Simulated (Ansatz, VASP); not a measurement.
**Sn3Br2: VASP beside Ansatz**

```
Sn Br
1.0
     4.59198    0.00000    0.00000
    -2.29599    3.97677    0.00000
     0.00000    0.00000   12.08241
Sn Br
3 2
Cartesian
  0.0000 0.0000 0.0000
  0.0000 2.6512 6.4903
  2.2960 1.3256 5.5922
  0.0000 2.6512 1.5440
  2.2960 1.3256 10.5384
```

Alike in both runs: functional PBE; k mesh 12 × 12 × 4; occupations gaussian, width 0.1 eV; no spin polarisation.

Ansatz relaxed the structure, and its values are those at the end. VASP's run is a single point on that final structure, the one shown.

```csv
,VASP,Ansatz
version,VASP 6.6.1,Ansatz 0.2.0
potentials or method,"VASP PAW PBE potentials, release 64 (Sn_d, Br), cutoff 500 eV","scalar-relativistic, plane waves, PAW"
valence electrons in the cell,56,56
```

```tsv
	VASP	Ansatz	Ansatz less VASP
gap on the k mesh at the Fermi level (eV)	none	none	-
pressure (GPa)	0.0	0.0	+0.03
```

A gap of «none» marks a metal or a gap that the smearing closes.
